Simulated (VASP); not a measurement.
A run of VASP 6.6.1 is set up as follows.

File INCAR:

```
PREC = Accurate ; ENCUT = 520
EDIFF = 1E-6 ; ISMEAR = -1
SIGMA = 0.1861 ; LREAL = Auto
LASPH = True ; NELM = 60
ALGO = Normal ; ISIF = 2
LWAVE = False ; LCHARG = True
GGA = PE ; LELF = True
LVHAR = True ; ISYM = 0
NBANDS = 90
```

Contents of KPOINTS:

```
regular mesh
0
Gamma
  1 1 1
```

The input POSCAR:

```
ZnWO4
1.0
    6.3295770000      0.1311510000     -0.0352210000
    0.1311510000      5.9276150000     -0.0312300000
   -0.0352210000     -0.0312300000      6.2590500000
W O Zn
3 12 3
Direct
    0.7607004313      0.6713677018      0.8210016605
    0.6907779075      0.6025624091      0.2897594543
    0.4098821837      0.0114696104      0.2288150209
    0.6311409697      0.4983698122      0.6063446538
    0.2256269408      0.0908835677      1.0136726980
    0.0954479869      0.5775759590      0.7223828649
    0.9239848499      0.6908547474      0.4166987105
    0.5842643180      0.2848592452      0.1367526266
    0.3759210016      0.5896656200      0.2615814814
    0.7200080796      0.8942302411      0.1401655547
    0.8826904487      0.9151036482      0.7431907282
    0.2452464605      0.1469035581      0.4452146290
    0.5522182167      0.9031979190      0.4867276262
    0.4680896746      0.6616295592     -0.1209500998
    0.9207021220      0.5291636792      0.0866335676
    0.2862473774      0.4391065811      0.9515653681
    0.2160086838     -0.0795469701      0.6847883928
    0.1430630519      0.4486940679      0.4516986666
```

Potentials or basis: VASP PAW PBE potentials, release 64 (W_sv, O, Zn).

Command:

```sh
$ cat potpaw_PBE.64/W_sv/POTCAR potpaw_PBE.64/O/POTCAR potpaw_PBE.64/Zn/POTCAR > POTCAR
$ mpirun -np 1 vasp_gam > vasp.out
```

Estimate the largest force.

4.757 eV/Å.

Predict the pressure.

-0.2 GPa.

What does it give for the band gap on the k mesh?

1.43 eV.

Stress tensor (GPa, compression positive):
```
-4.64 -8.29  1.10
-8.29 -2.87  3.48
 1.10  3.48  6.85
```

Caveat: the k points lie up to 1.06 Å⁻¹ apart; spin-orbit coupling is left out, which moves the levels of the heavy elements.
